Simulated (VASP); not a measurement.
# AlCo3 (Pm-3m) in VASP: notebook, part 2 of 2

VASP 6.6.1. Earlier steps stand in the parts before.

### Step 3. Single point, PBEsol, collinear spin, ferromagnetic start (10.66 Å³/atom)

This run uses another cell than the first one, of 10.66 Å³/atom.

The input, INCAR:

```
PREC = Accurate
ENCUT = 520
EDIFF = 1E-6
ISMEAR = 0
SIGMA = 0.1
LREAL = False
LASPH = True
NELM = 150
ALGO = Fast
ISIF = 2
LWAVE = False
LCHARG = False
ISPIN = 2
MAGMOM = 0 1.45 1.45 1.45
LORBIT = 11
LMAXMIX = 4
GGA = PS
NBANDS = 27
```

The input, KPOINTS:

```
regular mesh
0
Gamma
  12 12 12
```

The input, POSCAR:

```
AlCo3
1.0
    3.4936658956      0.0000000000      0.0000000000
    0.0000000000      3.4936658956      0.0000000000
    0.0000000000      0.0000000000      3.4936658956
Al Co
1 3
Direct
    0.0000000000      0.0000000000      0.0000000000
    0.5000000000      0.5000000000      0.0000000000
    0.5000000000      0.0000000000      0.5000000000
    0.0000000000      0.5000000000      0.5000000000
```

Potentials or basis: VASP PAW PBE potentials, release 64 (Al, Co).

Command:

```console
$ cat potpaw_PBE.64/Al/POTCAR potpaw_PBE.64/Co/POTCAR > POTCAR
$ mpirun -np 1 vasp_std > vasp.out
```

OUTCAR:

```text
PREC = Accurate
   ENCUT = 520
   EDIFF = 1E-6
   ISMEAR = 0
   LREAL = False
   LASPH = True
   NELM = 150
   ISIF = 2
   ISPIN = 2
   LORBIT = 11
   GGA = PS

 ion  position               nearest neighbor table
   1  0.000  0.000  0.000-   2 2.47   3 2.47   4 2.47   3 2.47   4 2.47   2 2.47   4 2.47   4 2.47
                             2 2.47   3 2.47   3 2.47   2 2.47
   2  0.500  0.500  0.000-   1 2.47   3 2.47   4 2.47   3 2.47   4 2.47   1 2.47   3 2.47   3 2.47
                             1 2.47   4 2.47   4 2.47   1 2.47
[... 1676 lines left out ...]
  volume of cell :       42.64
      direct lattice vectors                 reciprocal lattice vectors
     3.493665896  0.000000000  0.000000000     0.286232293  0.000000000  0.000000000
     0.000000000  3.493665896  0.000000000     0.000000000  0.286232293  0.000000000
     0.000000000  0.000000000  3.493665896     0.000000000  0.000000000  0.286232293

 POSITION                                       TOTAL-FORCE (eV/Angst)
 -----------------------------------------------------------------------------------
      0.00000      0.00000      0.00000         0.000000      0.000000      0.000000
      1.74683      1.74683      0.00000         0.000000      0.000000      0.000000
      1.74683      0.00000      1.74683         0.000000      0.000000      0.000000
      0.00000      1.74683      1.74683         0.000000      0.000000      0.000000
 -----------------------------------------------------------------------------------
    total drift:                               -0.000000      0.000000      0.000000

  FREE ENERGIE OF THE ION-ELECTRON SYSTEM (eV)
  ---------------------------------------------------
  free  energy   TOTEN  =       -27.9875132594 eV

  energy  without entropy=      -27.9529476670  energy(sigma->0) =      -27.97023046

 total charge

# of ion       s       p       d       tot
------------------------------------------
    1        0.412   0.442   0.000   0.854
    2        0.501   0.562   7.377   8.440
    3        0.501   0.562   7.377   8.440
    4        0.501   0.562   7.377   8.440
--------------------------------------------------
tot          1.914   2.128  22.131  26.173

 magnetization (x)

# of ion       s       p       d       tot
------------------------------------------
    1        0.000  -0.019   0.000  -0.019
    2       -0.000   0.006   0.719   0.724
    3       -0.000   0.006   0.719   0.724
    4       -0.000   0.006   0.719   0.724
--------------------------------------------------
tot         -0.001  -0.002   2.157   2.154
```

OSZICAR:

```text
N       E                     dE             d eps       ncg     rms          rms(c)
DAV:   1     0.181073633537E+03    0.18107E+03   -0.12355E+04  9192   0.135E+03
DAV:   2    -0.223785443534E+02   -0.20345E+03   -0.18749E+03  9090   0.279E+02
[... 13 lines left out ...]
RMM: 132    -0.279873341982E+02   -0.22747E-04   -0.33621E-07  4658   0.557E-03    0.155E-01
RMM: 133    -0.279874484408E+02   -0.11424E-03   -0.13172E-05 11138   0.284E-02    0.157E-01
RMM: 134    -0.279876799515E+02   -0.23151E-03   -0.57018E-05 13972   0.576E-02    0.163E-01
RMM: 135    -0.279877432951E+02   -0.63344E-04   -0.41453E-06  9717   0.161E-02    0.165E-01
RMM: 136    -0.279875141867E+02    0.22911E-03   -0.47892E-05 13258   0.556E-02    0.157E-01
RMM: 137    -0.279875132594E+02    0.92732E-06   -0.22390E-07  4678   0.297E-03
   1 F= -.27987513E+02 E0= -.27970230E+02  d E =-.345656E-01  mag=     2.0523
```

stdout:

```text
POSCAR found type information on POSCAR AlCo
 POSCAR found :  2 types and       4 ions
 scaLAPACK will be used
 -----------------------------------------------------------------------------
|                                                                             |
|                                                                             |
|     You enforced a specific xc type in the INCAR file but a different       |
|     I HOPE YOU KNOW WHAT YOU ARE DOING!                                     |
|                                                                             |
 -----------------------------------------------------------------------------

 LDA part: xc-table for (Slater+PW92), standard interpolation
 POSCAR, INCAR and KPOINTS ok, starting setup
 FFT: planning ... GRIDC
 FFT: planning ... GRID_SOFT
 FFT: planning ... GRID
 WAVECAR not read
 entering main loop
WARNING in EDDRMM: call to ZHEGV failed, returncode =   8  4     27
WARNING in EDDRMM: call to ZHEGV failed, returncode =   6  3     27
WARNING in EDDRMM: call to ZHEGV failed, returncode =   6  3     25
```

Run time: 52 min. Hardware: 1 thread of Intel Xeon 8259CL, shared host; peak memory 0.29 GiB.

Results:

| Property | Result |
| --- | --- |
| Free energy | -27.9875 eV |
| Pressure | 2.7 GPa |
| Net moment | 2.12 μB per cell |
| Site moments | Al -0.02; Co +0.72 μB |
| Valence electrons inside the program's atomic spheres | Al 0.85; Co 8.44 |

Levels at points of the mesh, in eV from the Fermi level:
Spin up:
```tsv
k point	band 14	band 15	band 16	band 17	band 18	band 19
(0.00, 0.00, 0.00)	0.39	0.39	0.39	1.03	1.03	1.03
(0.50, 0.00, 0.00)	-1.03	-0.94	-0.43	0.39	6.09	6.09
(0.50, 0.50, 0.00)	-1.23	-0.74	-0.69	-0.30	1.38	1.38
(0.50, 0.50, 0.50)	-0.83	-0.83	-0.21	0.16	0.16	0.16
```
Spin down:
| k point | band 11 | band 12 | band 13 | band 14 | band 15 | band 16 | band 17 | band 18 |
| --- | --- | --- | --- | --- | --- | --- | --- | --- |
| (0.00, 0.00, 0.00) | 0.44 | 0.44 | 0.94 | 1.06 | 1.06 | 1.06 | 1.07 | 1.07 |
| (0.50, 0.00, 0.00) | -1.00 | -0.41 | -0.41 | -0.41 | -0.12 | 0.53 | 1.06 | 6.27 |
| (0.50, 0.50, 0.00) | -0.56 | -0.52 | -0.52 | -0.52 | -0.11 | -0.04 | 0.19 | 2.03 |
| (0.50, 0.50, 0.50) | -0.54 | -0.54 | -0.54 | -0.19 | -0.19 | -0.10 | 0.88 | 0.88 |

Caveat: the PAW data sets were made with another functional, which shifts forces and pressure a little.

### Step 4. Single point, PBEsol, collinear spin, ferromagnetic start

This run uses another cell than the first one, of 10.99 Å³/atom.

The input, INCAR:

```
SYSTEM = AlCo3
PREC = Accurate
ENCUT = 520
EDIFF = 1E-6
ISMEAR = 0
SIGMA = 0.1
LREAL = .FALSE.
LASPH = .TRUE.
NELM = 150
ALGO = Fast
ISIF = 2
LWAVE = .FALSE.
LCHARG = .FALSE.
ISPIN = 2
MAGMOM = 0 1.46 1.46 1.46
LORBIT = 11
LMAXMIX = 4
GGA = PS
NBANDS = 27
```

The input, KPOINTS:

```
regular mesh
0
G
  12 12 12
  0 0 0
```

The input, POSCAR:

```
AlCo3
1.0
    3.5293180100      0.0000000000      0.0000000000
    0.0000000000      3.5293180100      0.0000000000
    0.0000000000      0.0000000000      3.5293180100
Al Co
1 3
Direct
    0.0000000000      0.0000000000      0.0000000000
    0.5000000000      0.5000000000      0.0000000000
    0.5000000000      0.0000000000      0.5000000000
    0.0000000000      0.5000000000      0.5000000000
```

Command:

```console
$ cat potpaw_PBE.64/Al/POTCAR potpaw_PBE.64/Co/POTCAR > POTCAR
$ mpirun -np 1 vasp_std > vasp.out
```

Wall time 5.5 min (1 thread of Intel Xeon 8259CL, shared host); peak memory 0.28 GiB.

The run converged. Its results:

| Item | Value |
| --- | --- |
| Free energy | -28.0379 eV |
| Pressure | -0.5 GPa |
| Net moment | 3.78 μB per cell |
| Site moments | Al -0.04; Co +1.29 μB |
| Valence electrons inside the program's atomic spheres | Al 0.84; Co 8.37 |

Levels at points of the mesh, in eV from the Fermi level:
Spin up:
```csv
k point,band 14,band 15,band 16,band 17,band 18,band 19,band 20,band 21
"(0.00, 0.00, 0.00)",-0.10,-0.10,-0.10,0.85,0.85,0.85,6.95,6.95
"(0.50, 0.00, 0.00)",-1.43,-1.35,-0.88,-0.09,5.75,5.75,5.75,5.75
"(0.50, 0.50, 0.00)",-1.56,-1.15,-1.15,-0.69,0.90,0.90,8.39,8.39
"(0.50, 0.50, 0.50)",-1.27,-1.27,-0.35,-0.32,-0.32,-0.32,3.71,4.45
```
Spin down:
| k point | band 9 | band 10 | band 11 | band 12 | band 13 | band 14 | band 15 | band 16 | band 17 | band 18 |
| --- | --- | --- | --- | --- | --- | --- | --- | --- | --- | --- |
| (0.00, 0.00, 0.00) | -0.45 | -0.45 | 0.61 | 0.61 | 0.88 | 0.88 | 0.88 | 1.06 | 1.25 | 1.25 |
| (0.50, 0.00, 0.00) | -1.38 | -1.00 | -0.85 | -0.24 | -0.23 | -0.23 | 0.02 | 0.69 | 1.26 | 6.07 |
| (0.50, 0.50, 0.00) | -1.25 | -1.25 | -0.41 | -0.40 | -0.34 | -0.34 | 0.09 | 0.11 | 0.25 | 2.11 |
| (0.50, 0.50, 0.50) | -1.24 | -1.24 | -0.36 | -0.36 | -0.36 | -0.20 | -0.06 | -0.06 | 1.05 | 1.05 |

Caveat: the PAW data sets were made with another functional, which shifts forces and pressure a little.

### Step 5. Single point, PBEsol, collinear spin, ferromagnetic start

This run uses another cell than the first one, of 10.99 Å³/atom.

The input, INCAR:

```
PREC = Accurate ; ENCUT = 520
EDIFF = 1E-6 ; ISMEAR = 0
SIGMA = 0.1 ; LREAL = False
LASPH = True ; NELM = 150
ALGO = Normal ; ISIF = 2
LWAVE = False ; LCHARG = True
ISPIN = 2 ; MAGMOM = 0 1.45 1.45 1.45
LORBIT = 11 ; LMAXMIX = 4
GGA = PS ; LELF = True
LVHAR = True ; NBANDS = 27
```

The input, KPOINTS:

```
Automatic mesh
0
Gamma
  12 12 12
```

POSCAR is that of step 4.

Command:

```console
$ cat potpaw_PBE.64/Al/POTCAR potpaw_PBE.64/Co/POTCAR > POTCAR
$ mpirun -np 1 vasp_std > vasp.out
```

Wall time 5 min (1 thread of Intel Xeon 8259CL, shared host); peak memory 0.28 GiB.

The run converged. Its results:

| Quantity | Value |
| --- | --- |
| Free energy | -28.0379 eV |
| Pressure | -0.4 GPa |
| Net moment | 3.78 μB per cell |
| Site moments | Al -0.04; Co +1.29 μB |
| Valence electrons inside the program's atomic spheres | Al 0.84; Co 8.37 |

Levels at points of the mesh, in eV from the Fermi level:
Spin up:
| k point | band 15 | band 16 | band 17 | band 18 | band 19 | band 20 |
| --- | --- | --- | --- | --- | --- | --- |
| (0.00, 0.00, 0.00) | -0.09 | -0.09 | 0.85 | 0.85 | 0.85 | 6.95 |
| (0.50, 0.00, 0.00) | -1.35 | -0.88 | -0.09 | 5.75 | 5.75 | 5.75 |
| (0.50, 0.50, 0.00) | -1.15 | -1.15 | -0.68 | 0.91 | 0.91 | 8.39 |
| (0.50, 0.50, 0.50) | -1.27 | -0.35 | -0.32 | -0.32 | -0.32 | 3.71 |
Spin down:
| k point | band 9 | band 10 | band 11 | band 12 | band 13 | band 14 | band 15 | band 16 | band 17 | band 18 |
| --- | --- | --- | --- | --- | --- | --- | --- | --- | --- | --- |
| (0.00, 0.00, 0.00) | -0.45 | -0.45 | 0.61 | 0.61 | 0.88 | 0.88 | 0.88 | 1.06 | 1.25 | 1.25 |
| (0.50, 0.00, 0.00) | -1.38 | -1.00 | -0.85 | -0.24 | -0.23 | -0.23 | 0.02 | 0.69 | 1.26 | 6.07 |
| (0.50, 0.50, 0.00) | -1.25 | -1.25 | -0.41 | -0.40 | -0.34 | -0.34 | 0.09 | 0.11 | 0.25 | 2.11 |
| (0.50, 0.50, 0.50) | -1.24 | -1.24 | -0.36 | -0.36 | -0.36 | -0.20 | -0.06 | -0.06 | 1.05 | 1.05 |

Caveat: the PAW data sets were made with another functional, which shifts forces and pressure a little.

### Step 6. Overview

```tsv
cell	gap on the mesh (eV)	pressure (GPa)	moment (μB)
a = 3.643 Å, 4 atoms	none	-16.2	3.92
a = 3.494 Å, 4 atoms	none	2.7	2.12
a = 3.529 Å, 4 atoms	none	-0.4	3.78
```

Alike in all rows: task single point; level PBEsol; potentials or basis VASP PAW PBE potentials, release 64 (Al, Co); spin collinear, ferromagnetic start; k mesh 12 × 12 × 12; cutoff (eV) 520; smearing gaussian 0.1 eV.

Caveats: the PAW data sets were made with another functional, which shifts forces and pressure a little; the cell stands under tension (at least some runs).

Total energies depend on the potentials used, so only differences within one code and one set of settings carry meaning.
